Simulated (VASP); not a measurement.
Wanted: the native input for a VASP 6.6.1 run.

```yaml
Task: single point
Functional: PBE
Potentials_or_basis: VASP PAW PBE potentials, release 64 (Hf_pv, B)
Cutoff: 520 eV
k_mesh: 10 × 7 × 20
Occupations: gaussian, width 0.1 eV
Spin: no spin polarisation
Dipole_correction: no
Further_INCAR_settings: ALGO = Normal; EDIFF = 1e-06; NBANDS = 14; ISYM = 0
```

The structure of HfB lies in POSCAR:

```
HfB
1.0
    3.4180103583      0.0000000000      0.0000000000
    0.0000000000      4.8337966051      0.0000000000
    1.7090051792      2.4168983025      1.7090051792
Hf B
1 1
Direct
    0.0000000000      0.5000000000      0.0000000000
    0.0000000000      0.0000000000      0.0000000000
```

These files were run (other wordings do the same):

INCAR

```
PREC = Accurate ; ENCUT = 520
EDIFF = 1E-6 ; ISMEAR = 0
SIGMA = 0.1 ; LREAL = F
LASPH = T ; NELM = 60
ALGO = Normal ; ISIF = 2
LWAVE = F ; LCHARG = F
GGA = PE ; NBANDS = 14
ISYM = 0
```

KPOINTS

```
regular mesh
0
Gamma
  10 7 20
```

Potentials or basis: VASP PAW PBE potentials, release 64 (Hf_pv, B).

Launch:

```bash
$ cat potpaw_PBE.64/Hf_pv/POTCAR potpaw_PBE.64/B/POTCAR > POTCAR
$ mpirun -np 1 vasp_std > vasp.out
```

Results of the run:

```
Pressure : 0.2 GPa
```

It took 5.6 min on 1 thread of Intel(R) Xeon(R) Platinum 8259CL CPU @ 2.50GHz (Skylake/Cascade Lake) (shared host), peak memory 0.41 GiB.
